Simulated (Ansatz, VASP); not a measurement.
Two plane-wave programs on GaN

```
CELL_PARAMETERS angstrom
5.56853 0.00000 0.00000
0.00000 5.56853 0.00000
0.00000 0.00000 3.00722
ATOMIC_POSITIONS crystal
Ga 0.67013 0.67013 0.50000
Ga 0.17013 0.82987 0.25000
Ga 0.32987 0.32987 0.00000
Ga 0.82987 0.17013 0.75000
N 0.83253 0.83253 0.00000
N 0.33253 0.66747 0.75000
N 0.16747 0.16747 0.50000
N 0.66747 0.33253 0.25000
```

Alike in both runs: functional PBE; k mesh 6 × 6 × 10; occupations gaussian, width 0.02 eV; no spin polarisation.

Ansatz relaxed the structure, and its values are those at the end. VASP's run is a single point on that final structure, the one shown.

|  | VASP | Ansatz |
| --- | --- | --- |
| version | VASP 6.6.1 | Ansatz 0.2.0 |
| potentials or method | VASP PAW PBE potentials, release 64 (Ga_d, N), cutoff 520 eV | scalar-relativistic, plane waves, PAW |
| valence electrons in the cell | 72 | 72 |

Ansatz gave:

* gap on the k mesh at the Fermi level (eV): 1.17
* least direct gap on the mesh (eV): 1.27
* pressure (GPa): 0.0
* rms of the force components (eV/Å): 0.000

Problem. Estimate VASP's values.

Solution. gap on the k mesh at the Fermi level (eV): 1.17; least direct gap on the mesh (eV): 1.27; pressure (GPa): 0.3; rms of the force components (eV/Å): 0.004.
